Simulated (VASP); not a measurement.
Rb3SrCl:

```
CELL_PARAMETERS angstrom
3.99357 2.30569 3.39858
-3.99357 2.30569 3.39858
0.00000 -4.61138 3.39858
ATOMIC_POSITIONS crystal
Rb 0.55432 0.44568 0.00000
Rb 0.00000 0.55432 0.44568
Rb 0.44568 0.00000 0.55432
Sr 0.00000 0.00000 0.00000
Cl 0.50000 0.50000 0.50000
```

* Program: VASP 6.6.1
* Task: relaxation of cell and atoms
* Functional: PBE
* Potentials or basis: VASP PAW PBE potentials, release 64 (Rb_sv, Sr_sv, Cl)
* Cutoff: 600 eV
* k mesh: 3 × 3 × 3
* Occupations: gaussian, width 0.1 eV
* Spin: no spin polarisation

At the start: pressure 8.3 GPa; volume 37.55 Å³/atom.

How do energy, volume and symmetry change on relaxing?

Over 15 steps the energy falls by 485.3 meV/atom and the volume is 62.11 Å³/atom (+65.4 %); space group Pm-3m (No. 221, to 0.05 Å).

The path:
```
step  energy change (eV)  largest force (eV/Å)  pressure (GPa)  volume (Å³)
   1              0.0000                0.2947            8.34       187.76
   2             -1.7729                0.3815            2.35       246.03
   3             -2.1431                0.3410            0.71       286.04
   4             -2.0638                0.2155           -0.69       378.60
   5             -2.2089                0.2852           -0.16       325.78
   6             -2.2120                0.2949           -0.04       318.82
   7             -2.2117                0.2992            0.01       315.73
   8             -2.2281                0.2870            0.00       315.72
   9             -2.2722                0.2507           -0.02       315.66
  10             -2.3378                0.1837           -0.05       315.39
  11             -2.3896                0.0629           -0.06       314.30
  12             -2.4190                0.0287            0.07       307.73
  13             -2.4232                0.0105            0.15       304.04
  14             -2.4216                0.0059           -0.15       318.60
  15             -2.4267                0.0025            0.00       310.54
```

Final structure:
```
Rb Sr Cl
1.0
     4.78408    2.76209    3.91682
    -4.78408    2.76209    3.91682
     0.00000   -5.52418    3.91682
Rb Sr Cl
3 1 1
Direct
  0.50047 0.49953 0.00000
  0.00000 0.50047 0.49953
  0.49953 0.00000 0.50047
  0.00000 0.00000 0.00000
  0.50000 0.50000 0.50000
```

Caveat: the k points lie up to 0.31 Å⁻¹ apart in the final cell; the volume moved by over 15 % at a fixed basis, so the end points are rough.
